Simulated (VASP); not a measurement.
Input of a VASP 6.6.1 run:

Contents of INCAR:

```
PREC = Accurate ; ENCUT = 500
EDIFF = 1E-6 ; ISMEAR = 0
SIGMA = 0.1 ; LREAL = F
LASPH = T ; NELM = 120
ALGO = Normal ; ISIF = 2
LWAVE = F ; LCHARG = F
GGA = PS ; NBANDS = 10
GGA_COMPAT = F
```

KPOINTS

```
regular mesh
0
Gamma
  8 8 4
```

Contents of POSCAR:

```
Al
1.0
    1.4020644116     -2.5329384058      0.0000000000
    1.4020644116      2.5329384058      0.0000000000
   -0.2752727796      0.0000000000      4.6198471982
Al
2
Direct
    0.3372401748      0.6627598252      0.7500000000
    0.6627598252      0.3372401748      0.2500000000
```

Potentials or basis: VASP PAW PBE potentials, release 64 (Al).

The run is started by

```sh
$ cat potpaw_PBE.64/Al/POTCAR > POTCAR
$ mpirun -np 1 vasp_std > vasp.out
```

What does it give for the pressure?

0.1 GPa.

What does it give for the largest force?

0.005 eV/Å.

Predict the band gap on the k mesh.

zero (band 3 reaches 12.18 eV, above the bottom of band 4 at 4.49 eV).

Stress tensor (GPa, compression positive):
```
-0.53  0.00 -2.87
 0.00 -0.46  0.00
-2.87  0.00  1.29
```

Caveat: the PAW data sets were made with another functional, which shifts forces and pressure a little.
